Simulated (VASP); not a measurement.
Set up this calculation in VASP 6.6.1, as the native input.

```yaml
Task: single point
Functional: LDA
Potentials_or_basis: VASP PAW LDA potentials, release 64 (Mg, Ni, C)
Cutoff: 520 eV
k_mesh: 10 × 10 × 10
Occupations: gaussian, width 0.1 eV
Spin: no spin polarisation
Dipole_correction: no
Further_INCAR_settings: ALGO = Normal; EDIFF = 1e-07; NBANDS = 26
```

The structure of MgNi3C lies in POSCAR:

```
MgNi3C
1.0
    3.7325659150      0.0000000000      0.0000000000
    0.0000000000      3.7325659150      0.0000000000
    0.0000000000      0.0000000000      3.7325659150
Mg Ni C
1 3 1
Direct
    0.0000000000      0.0000000000      0.0000000000
    0.0000000000      0.5000000000      0.5000000000
    0.5000000000      0.0000000000      0.5000000000
    0.5000000000      0.5000000000      0.0000000000
    0.5000000000      0.5000000000      0.5000000000
```

One way to write it, as run:

INCAR

```
PREC = Accurate
ENCUT = 520
EDIFF = 1E-7
ISMEAR = 0
SIGMA = 0.1
LREAL = False
LASPH = True
NELM = 100
ALGO = Normal
ISIF = 2
LWAVE = False
LCHARG = True
LELF = True
LVHAR = True
NBANDS = 26
```

KPOINTS

```
regular mesh
0
Gamma
  10 10 10
```

Potentials or basis: VASP PAW LDA potentials, release 64 (Mg, Ni, C).

Command:

```sh
$ cat potpaw_LDA.64/Mg/POTCAR potpaw_LDA.64/Ni/POTCAR potpaw_LDA.64/C/POTCAR > POTCAR
$ mpirun -np 1 vasp_std > vasp.out
```

Results of the run:

```yaml
Pressure: -0.1 GPa
Band_gap_on_the_k_mesh: zero (bands 18 and 19 overlap by 0.97 eV)
```

Wall time 35 s on 1 thread of Intel(R) Xeon(R) Platinum 8488C (Sapphire Rapids), on a shared host, peak memory 0.19 GiB.
